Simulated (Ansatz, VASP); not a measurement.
# Ti in VASP and in Ansatz

File INCAR:

```
  ALGO = Normal
  EDIFF = 1E-6
  ENCUT = 520
  GGA = PE
  ISIF = 2
  ISMEAR = -1
  LASPH = True
  LCHARG = False
  LREAL = False
  LWAVE = False
  NBANDS = 19
  NELM = 60
  PREC = Accurate
  SIGMA = 0.1
```

Contents of KPOINTS:

```
k-points
0
Gamma
  15 15 15
```

File POSCAR:

```
Ti
1.0
   -2.3513097633      2.3513097633      1.3438213165
    2.3513097633     -2.3513097633      1.3438213165
    2.3513097633      2.3513097633     -1.3438213165
Ti
2
Direct
   -0.3750000000     -0.1250000000     -0.2500000000
    0.3750000000      0.1250000000      0.2500000000
```

Input for Ansatz:

```yaml
crystal:
  lattice:
    - [-2.3513097633, 2.3513097633, 1.3438213165]
    - [2.3513097633, -2.3513097633, 1.3438213165]
    - [2.3513097633, 2.3513097633, -1.3438213165]
  atoms:
    - { symbol: Ti, position: [-0.375, -0.125, -0.25] }
    - { symbol: Ti, position: [0.375, 0.125, 0.25] }
kpoints:
  mp_grid: { grid: [15, 15, 15] }
scf:
  occupations: { method: fermi_dirac, width: 0.1 }
hamiltonian:
  xc: pbe
  pseudopotentials: { kind: paw }
output:
  forces: true
  stress: true
  eigenvalues: true
  populations: true
```

Change from the starting cell: volume scaled by 0.85, PAW files.

Alike in both runs: task single point; functional PBE; k mesh 15 × 15 × 15; occupations fermi-dirac, width 0.1 eV; no spin polarisation.

```csv
,VASP,Ansatz
version,VASP 6.6.1,Ansatz 0.2.0
potentials or method,"VASP PAW PBE potentials, release 64 (Ti_sv)","PAW with Ansatz's default frozen-core files, scalar-relativistic"
plane-wave cutoff (eV),520,420
valence electrons in the cell,24,24
```

|  | VASP | Ansatz | Ansatz less VASP |
| --- | --- | --- | --- |
| pressure (GPa) | 19.6 | 19.9 | +0.31 |
| traceless stress, the component that is largest in VASP (GPa) | -0.26 | -0.03 | +0.227 |

With one functional, cell and mesh, what is left measures potentials, basis and numerics.
